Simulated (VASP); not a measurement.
# GaN (F-43m) in VASP: G0W0 quasiparticle levels with PBE

Aim: the G0W0 quasiparticle levels of GaN with PBE.

Program: VASP 6.6.1. These are calculated values, not measurements. Logs are shortened: lines on timing, memory, paths and dates and some standing lists are left out, and cuts for length are marked.

## Step 1: The cell of the first run

The structure is cubic, space group F-43m (No. 216). The conventional cell has a = 4.498 Å, b = 4.498 Å, c = 4.498 Å, α = 90.00°, β = 90.00°, γ = 90.00°. Within 2.6 Å of Ga (site symmetry -43m) lie 4 N at 1.95 Å. Within 2.6 Å of N (site symmetry -43m) lie 4 Ga at 1.95 Å.

## Step 2: G0W0 quasiparticle levels, PBE

Contents of POSCAR:

```
GaN
1.0
    0.0000000000      2.2489525487      2.2489525487
    2.2489525487      0.0000000000      2.2489525487
    2.2489525487      2.2489525487      0.0000000000
Ga N
1 1
Direct
    0.0000000000      0.0000000000      0.0000000000
    0.2500000000      0.2500000000      0.2500000000
```

Contents of INCAR.step1:

```
  PREC = Accurate
  ENCUT = 500
  EDIFF = 1E-8
  ISMEAR = 0
  SIGMA = 0.01
  LREAL = F
  LASPH = T
  NELM = 60
  ALGO = Normal
  LWAVE = T
  LCHARG = F
  GGA = PE
```

Contents of INCAR.step2:

```
  PREC = Accurate
  ENCUT = 500
  EDIFF = 1E-8
  ISMEAR = 0
  SIGMA = 0.01
  LREAL = F
  LASPH = T
  NELM = 1
  ALGO = Exact
  LWAVE = T
  LCHARG = F
  GGA = PE
  NBANDS = 103
  LOPTICS = T
  ISTART = 1
```

Contents of INCAR.step3:

```
  PREC = Accurate
  ENCUT = 500
  EDIFF = 1E-8
  ISMEAR = 0
  SIGMA = 0.01
  LREAL = F
  LASPH = T
  ALGO = EVGW0
  LWAVE = F
  LCHARG = F
  GGA = PE
  NELMGW = 1
  NBANDS = 103
  ENCUTGW = 150.0
  NOMEGA = 96
  PRECFOCK = Fast
  ISTART = 1
  NBANDSGW = 17
  OMEGAMAX = 20
```

Contents of KPOINTS:

```
regular mesh
0
Gamma
  6 6 6
```

Potentials or basis: VASP PAW PBE potentials, release 64 (Ga_d_GW, N_GW).

The run is started by

```sh
> cat potpaw_PBE.64/Ga_d_GW/POTCAR potpaw_PBE.64/N_GW/POTCAR > POTCAR
> cp INCAR.step1 INCAR
> mpirun -np 1 vasp_std > vasp.out
> cp INCAR.step2 INCAR
> mpirun -np 1 vasp_std > vasp.out
> cp INCAR.step3 INCAR
> mpirun -np 1 vasp_std > vasp.out
```

OUTCAR:

```text
PREC = Accurate
   ENCUT = 500
   EDIFF = 1E-8
   ISMEAR = 0
   LREAL = F
   LASPH = T
   GGA = PE
   NELMGW = 1
   ENCUTGW = 150.0
   PRECFOCK = Fast
   ISTART = 1

 ion  position               nearest neighbor table
   1  0.000  0.000  0.000-   2 1.95   2 1.95   2 1.95   2 1.95
   2  0.250  0.250  0.250-   1 1.95   1 1.95   1 1.95   1 1.95

  LATTYP: Found a face centered cubic cell.
 ALAT       =     4.4979050974

  Lattice vectors:

 A1 = (   0.0000000000,   2.2489525487,   2.2489525487)
 A2 = (   2.2489525487,   0.0000000000,   2.2489525487)
 A3 = (   2.2489525487,   2.2489525487,   0.0000000000)

Analysis of symmetry for initial positions (statically):
=====================================================================
 Subroutine PRICEL returns:
 Original cell was already a primitive cell.

 Routine SETGRP: Setting up the symmetry group for a
 face centered cubic supercell.

 Subroutine GETGRP returns: Found 24 space group operations
 (whereof 24 operations were pure point group operations)
 out of a pool of 48 trial point group operations.

The static configuration has the point symmetry T_d .

Analysis of symmetry for dynamics (positions and initial velocities):
=====================================================================
 Subroutine PRICEL returns:
 Original cell was already a primitive cell.

 Routine SETGRP: Setting up the symmetry group for a
 face centered cubic supercell.

 Subroutine GETGRP returns: Found 24 space group operations
 (whereof 24 operations were pure point group operations)
 out of a pool of 48 trial point group operations.

The dynamic configuration has the point symmetry T_d .

 Subroutine INISYM returns: Found 24 space group operations
 (whereof 24 operations are pure point group operations),
 and found     1 'primitive' translations

----------------------------------------------------------------------------------------

                                     Primitive cell

  volume of cell :      22.7494

  direct lattice vectors                    reciprocal lattice vectors
     0.000000000  2.248952549  2.248952549    -0.222325722  0.222325722  0.222325722
     2.248952549  0.000000000  2.248952549     0.222325722 -0.222325722  0.222325722
     2.248952549  2.248952549  0.000000000     0.222325722  0.222325722 -0.222325722

  length of vectors
     3.180499196  3.180499196  3.180499196     0.385079447  0.385079447  0.385079447

  position of ions in fractional coordinates (direct lattice)
     0.000000000  0.000000000  0.000000000
     0.250000000  0.250000000  0.250000000

  ion indices of the primitive-cell ions
   primitive index   ion index
                 1           1
                 2           2

----------------------------------------------------------------------------------------

 KPOINTS: regular mesh

Automatic generation of k-mesh.
 Grid dimensions read from file:
 generate k-points for:    6    6    6

 Generating k-lattice:

  Cartesian coordinates                     Fractional coordinates (reciprocal lattice)
    -0.037054287  0.037054287  0.037054287     0.166666667  0.000000000  0.000000000
     0.037054287 -0.037054287  0.037054287     0.000000000  0.166666667  0.000000000
     0.037054287  0.037054287 -0.037054287     0.000000000  0.000000000  0.166666667

  Length of vectors
     0.064179908  0.064179908  0.064179908

  Shift w.r.t. Gamma in fractional coordinates (k-lattice)
     0.000000000  0.000000000  0.000000000

 Subroutine IBZKPT returns following result:
 ===========================================

 Found     16 irreducible k-points:

 Following reciprocal coordinates:
            Coordinates               Weight
  0.000000  0.000000  0.000000      1.000000
  0.166667  0.000000  0.000000      8.000000
  0.333333  0.000000  0.000000      8.000000
  0.500000  0.000000  0.000000      4.000000
  0.166667  0.166667  0.000000      6.000000
  0.333333  0.166667  0.000000     24.000000
[... 8 lines left out ...]
 -0.333333  0.333333  0.166667     24.000000
 -0.333333  0.500000  0.166667     12.000000
   k-points           NKPTS =     16   k-points in BZ     NKDIM =    216   number of bands    NBANDS=    103
   number of dos      NEDOS =    301   number of ions     NIONS =      2
   total plane-waves  NPLWV =  13824
   dimension x,y,z NGX =    24 NGY =   24 NGZ =   24
   dimension x,y,z NGXF=    48 NGYF=   48 NGZF=   48
   ions per type =               1   1
   NGX,Y,Z   is equivalent  to a cutoff of  12.54, 12.54, 12.54 a.u.
   NGXF,Y,Z  is equivalent  to a cutoff of  25.09, 25.09, 25.09 a.u.
 SYSTEM =  unknown system
   PREC   = accura    normal or accurate (medium, high low for compatibility)
   ISTART =      1    job   : 0-new  1-cont  2-samecut
   ICHARG =      0    charge: 1-file 2-atom 10-const
   ISPIN  =      1    spin polarized calculation?
   LNONCOLLINEAR =      F non collinear calculations
   LSORBIT =      F    spin-orbit coupling
   LASPH  =      T    aspherical Exc in radial PAW
   ENCUT  =  500.0 eV  36.75 Ry    6.06 a.u.   5.80  5.80  5.80*2*pi/ulx,y,z
   NELM   =     60;   NELMIN=  2; NELMDL=  0     # of ELM steps
   EDIFF  = 0.1E-07   stopping-criterion for ELM
   LREAL  =      F    real-space projection
   EDIFFG = 0.1E-06   stopping-criterion for IOM
   NSW    =      0    number of steps for IOM
   IBRION =     -1    ionic relax: 0-MD 1-quasi-New 2-CG
   NFREE  =      0    steps in history (QN), initial steepest desc. (CG)
   ISIF   =      0    stress and relaxation
   ISYM   =      3    0-nonsym 1-usesym 2-fastsym
   POTIM  = 0.5000    time-step for ionic-motion
   TEBEG  =    0.0;   TEEND  =   0.0 temperature during run
   PSTRESS=    0.0 pullay stress
   NELECT =      18.0000    total number of electrons
   NUPDOWN=      -1.0000    fix difference up-down
   EMIN   =  10.00;   EMAX   =-10.00  energy-range for DOS
   EFERMI =   0.00;   METHOD = LEGACY
   ISMEAR =     0;   SIGMA  =   0.01  broadening in eV -4-tet -1-fermi 0-gaus
   EFERMI_NEDOS =   21; number of points for ismear=-14 and -15
   IALGO  =     38    algorithm
   IMIX   =      4    mixing-type and parameters
     AMIX     =   0.40;   BMIX     =  1.00
     AMIX_MAG =   1.60;   BMIX_MAG =  1.00
  volume/ion in A,a.u.               =      11.37        76.76
  Fermi-wavevector in a.u.,A,eV,Ry     =   1.514173  2.861371 31.194330  2.292719
  Thomas-Fermi vector in A             =   2.623866
   LORBIT       =      0    0 simple, 1 ext, 2 COOP (PROOUT), +10 PAW based schemes
   GGA     = PE    functional components
   LHFCALC =     T    Hartree Fock is set to
   PRECFOCK=fast      Normal, Fast or Accurate (Low or Medium for compatibility)
   ENCUT4O =  -1.0   cutoff for four orbital integrals eV
   NKREDX  =     1    reduce k-point grid by
   NKREDY  =     1    reduce k-point grid by
   NKREDZ  =     1    reduce k-point grid by
   AEXX    =    1.0000 exact exchange contribution
   HFSCREEN=    0.0000 screening length (either q_TF or 0.3 A-1)
   HFSCREENC=   0.0000 screening length for correlation (either q_TF or 0.3 A-1)
   ENCUTFOCK=  -1.0 apply spherical cutoff to Coloumb kernel
   IVDW    =     0    specifies the selected vdW correction
   LEPSILON=     F    determine dielectric tensor
   LRPA    =     F    only Hartree local field effects (RPA)
   LRPAFORCE           =     F    calculate RPA forces
   ENCUTGW             = 150.0    cutoff for response function in eV
   ENCUTGWSOFT         = 120.0    soft cutoff for Coulomb kernel in GW response function in eV
   ENCUTLF             =  -1.0    cutoff for local field effects
   NELMGW              =     1    number of iterations in solving QP/BSE equation
   NELMHF              =     1    number of iterations in the inner HF iteration
   NKREDLFX            =     1    NKREDLFY  =   1   NKREDLFZ  =   1
 non-spin polarized calculation
 Gauss-broadening in eV      SIGMA  =   0.01
  energy-cutoff  :      500.00
  volume of cell :       22.75
 maximum number of plane-waves:       589
  NGX = 14; NGY = 14; NGZ = 14
   NGX = 11   NGY = 11   NGZ = 11
 maximum number of plane-waves:       113

 QP shifts <psi_nk| G(iteration)W_0 |psi_nk>: iteration 1
 for sc-GW calculations column KS-energies equals QP-energies in previous step
 and V_xc(KS)=  KS-energies - (<T + V_ion + V_H > + <T+V_H+V_ion>^1  + <V_x>^1)

 k-point   1 :       0.0000    0.0000    0.0000
  band No.  KS-energies  QP-energies   sigma(KS)   V_xc(KS)     V^pw_x(r,r')   Z            occupation Imag(sigma)

      1     -10.8176     -11.8713     -16.4645     -14.8634     -24.6039       0.6581       2.0000       0.9726
      2      -8.3324     -11.2237     -25.4658     -21.4817     -34.7834       0.7257       2.0000       0.1645
      3      -8.3324     -11.2237     -25.4658     -21.4817     -34.7834       0.7257       2.0000       0.1645
      4      -8.3324     -11.2237     -25.4658     -21.4817     -34.7834       0.7257       2.0000       0.1645
      5      -8.0098     -11.0115     -25.8992     -21.8059     -35.1839       0.7333       2.0000       0.1090
      6      -8.0098     -11.0115     -25.8992     -21.8059     -35.1839       0.7333       2.0000       0.1090
[... 9 lines left out ...]
     16      23.9964      24.2286      -9.3680      -9.6659      -2.9938       0.7796       0.0000      -0.6469
     17      23.9964      24.2286      -9.3680      -9.6659      -2.9938       0.7796       0.0000      -0.6469

 k-point   2 :       0.1667    0.0000    0.0000
  band No.  KS-energies  QP-energies   sigma(KS)   V_xc(KS)     V^pw_x(r,r')   Z            occupation Imag(sigma)

      1     -10.5332     -11.6687     -17.1079     -15.4027     -25.2881       0.6659       2.0000       0.9323
      2      -8.2982     -11.1975     -25.5127     -21.5220     -34.8364       0.7265       2.0000       0.1631
      3      -8.2982     -11.1975     -25.5127     -21.5220     -34.8364       0.7265       2.0000       0.1631
      4      -8.2039     -11.0077     -24.9085     -21.0544     -34.0832       0.7275       2.0000       0.2022
      5      -8.0113     -11.0099     -25.8921     -21.8007     -35.1792       0.7329       2.0000       0.1100
      6      -8.0113     -11.0099     -25.8921     -21.8007     -35.1792       0.7329       2.0000       0.1100
[... 9 lines left out ...]
     16      22.0286      22.4296     -10.1037     -10.6145      -4.3927       0.7849       0.0000      -0.3532
     17      25.8022      26.4609      -9.7230     -10.5672      -3.0601       0.7802       0.0000      -0.7312

 k-point   3 :       0.3333    0.0000    0.0000
  band No.  KS-energies  QP-energies   sigma(KS)   V_xc(KS)     V^pw_x(r,r')   Z            occupation Imag(sigma)

      1     -10.0633     -11.5505     -19.3401     -17.1541     -27.8232       0.6803       2.0000       0.7465
      2      -8.2530     -11.1662     -25.5658     -21.5622     -34.8858       0.7276       2.0000       0.1571
      3      -8.2530     -11.1662     -25.5658     -21.5622     -34.8858       0.7276       2.0000       0.1571
      4      -7.9893     -10.9881     -25.9271     -21.8373     -35.2361       0.7332       2.0000       0.1143
      5      -7.9893     -10.9881     -25.9271     -21.8373     -35.2361       0.7332       2.0000       0.1143
      6      -7.5347      -9.9587     -23.2136     -19.8861     -31.8974       0.7284       2.0000       0.3295
[... 9 lines left out ...]
     16      22.8068      23.3165     -10.6674     -11.3251      -4.5864       0.7750       0.0000      -0.4228
     17      28.9603      29.7597     -10.8767     -11.8854      -3.6535       0.7925       0.0000      -1.1035

 k-point   4 :       0.5000    0.0000    0.0000
  band No.  KS-energies  QP-energies   sigma(KS)   V_xc(KS)     V^pw_x(r,r')   Z            occupation Imag(sigma)

      1      -9.9127     -11.6366     -20.6000     -18.1026     -29.2939       0.6903       2.0000       0.6358
      2      -8.2444     -11.1609     -25.5668     -21.5587     -34.8773       0.7277       2.0000       0.1533
      3      -8.2444     -11.1609     -25.5668     -21.5587     -34.8773       0.7277       2.0000       0.1533
      4      -7.9626     -10.9638     -25.9732     -21.8827     -35.3015       0.7337       2.0000       0.1170
      5      -7.9626     -10.9638     -25.9732     -21.8827     -35.3015       0.7337       2.0000       0.1170
      6      -6.7487      -8.9538     -23.0112     -19.9674     -31.5119       0.7245       2.0000       0.3612
[... 205 lines left out ...]
      2      -8.1966     -11.1363     -25.6143     -21.5893     -34.9277       0.7303       2.0000       0.1499
      3      -8.1753     -11.0970     -25.5532     -21.5501     -34.8447       0.7299       2.0000       0.1530
      4      -8.0692     -11.0408     -25.7924     -21.7313     -35.1088       0.7317       2.0000       0.1330
      5      -7.9731     -10.9710     -25.9241     -21.8365     -35.2301       0.7334       2.0000       0.1133
      6      -6.8779      -9.0339     -22.5304     -19.5519     -30.9370       0.7239       2.0000       0.3785
[... 9 lines left out ...]
     16      27.5856      28.3583     -11.0892     -12.0732      -4.1935       0.7853       0.0000      -0.9484
     17      29.0714      29.5635      -9.7771     -10.3851      -3.1919       0.8094       0.0000      -0.9584

 k-point  15 :      -0.3333    0.3333    0.1667
  band No.  KS-energies  QP-energies   sigma(KS)   V_xc(KS)     V^pw_x(r,r')   Z            occupation Imag(sigma)

      1      -9.7746     -11.6450     -21.4180     -18.7305     -30.2465       0.6960       2.0000       0.5690
      2      -8.2105     -11.1421     -25.5476     -21.5293     -34.8375       0.7296       2.0000       0.1486
      3      -8.1444     -11.0828     -25.6651     -21.6406     -34.9835       0.7301       2.0000       0.1489
      4      -8.0332     -11.0203     -25.8656     -21.7862     -35.1897       0.7322       2.0000       0.1257
      5      -7.9868     -10.9814     -25.9172     -21.8322     -35.2310       0.7331       2.0000       0.1177
      6      -6.2500      -8.2898     -22.7081     -19.8880     -31.0360       0.7233       2.0000       0.3828
[... 9 lines left out ...]
     16      27.9936      28.7348     -11.0144     -11.9648      -3.9900       0.7798       0.0000      -0.9651
     17      29.3663      30.1995     -10.9776     -12.0183      -4.2903       0.8005       0.0000      -0.9246

 k-point  16 :      -0.3333    0.5000    0.1667
  band No.  KS-energies  QP-energies   sigma(KS)   V_xc(KS)     V^pw_x(r,r')   Z            occupation Imag(sigma)

      1      -9.7411     -11.6681     -21.7110     -18.9493     -30.5923       0.6977       2.0000       0.5429
      2      -8.2019     -11.1299     -25.4272     -21.4191     -34.6509       0.7305       2.0000       0.1408
      3      -8.1270     -11.0826     -25.7562     -21.7105     -35.1098       0.7305       2.0000       0.1482
      4      -8.0187     -10.9959     -25.9192     -21.8548     -35.2823       0.7325       2.0000       0.1397
      5      -7.9702     -10.9704     -25.9399     -21.8510     -35.2531       0.7337       2.0000       0.1147
      6      -6.1021      -8.0742     -22.5187     -19.7889     -30.7682       0.7224       2.0000       0.3920
[... 9 lines left out ...]
     16      28.2112      29.0565     -11.7212     -12.8017      -4.5395       0.7823       0.0000      -1.0751
     17      29.6287      30.5712     -11.2887     -12.4777      -4.5656       0.7927       0.0000      -0.9178
```

Wall time 8.2 min (1 thread of Intel Xeon Platinum 8259CL at 2.50GHz (Skylake/Cascade Lake), shared host); peak memory 0.49 GiB.

Results:

| Quantity | Value |
| --- | --- |
| Quasiparticle gap | 2.90 eV |
| Least direct quasiparticle gap | 2.90 eV |
| Band gap of the starting levels on the mesh | 1.77 eV |
| Least direct gap of the starting levels on the mesh | 1.77 eV |

Caveat: the k points lie up to 0.40 Å⁻¹ apart; bands, screening cutoff and mesh are small and nothing is extrapolated, so the quasiparticle values aren't converged; the structure was generated, so it needn't be the stable form of GaN.
